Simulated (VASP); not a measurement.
CoSi, 8 atoms in the cell. It takes space group P2_13 (No. 198, cubic). Conventional cell: a = 4.386 Å, b = 4.386 Å, c = 4.386 Å, α = 90.00°, β = 90.00°, γ = 90.00°. Within 3.0 Å of Co (site symmetry 3) lie 7 Si at 2.30 to 2.40 Å and 6 Co at 2.70 Å. Within 3.0 Å of Si (site symmetry 3) lie 7 Co at 2.30 to 2.40 Å and 6 Si at 2.71 Å. 

* Program: VASP 6.6.1
* Task: relaxation of cell and atoms
* Functional: PBEsol
* Potentials or basis: VASP PAW PBE potentials, release 64 (Co, Si)
* Cutoff: 600 eV
* k mesh: 8 × 8 × 8
* Occupations: fermi-dirac, width 0.15 eV
* Spin: no spin polarisation
* Dipole correction: no
* Further INCAR settings: ALGO = Normal; EDIFF = 1e-07; IBRION = 2; EDIFFG = -0.001; NSW = 80; ISIF = 3

Potentials or basis: VASP PAW PBE potentials, release 64 (Co, Si).

Launch:

```console
$ cat potpaw_PBE.64/Co/POTCAR potpaw_PBE.64/Si/POTCAR > POTCAR
$ mpirun -np 1 vasp_std > vasp.out
```

Hardware: 1 thread of Intel(R) Xeon(R) 6975P-C (Granite Rapids), on a shared host.

Problem. Estimate the wall time of this run.

Solution. It took 7.5 min on 1 thread of Intel(R) Xeon(R) 6975P-C (Granite Rapids), with other jobs on the host, peak memory 0.27 GiB. Counts: scf iterations 85, k points 45, ion steps 12.
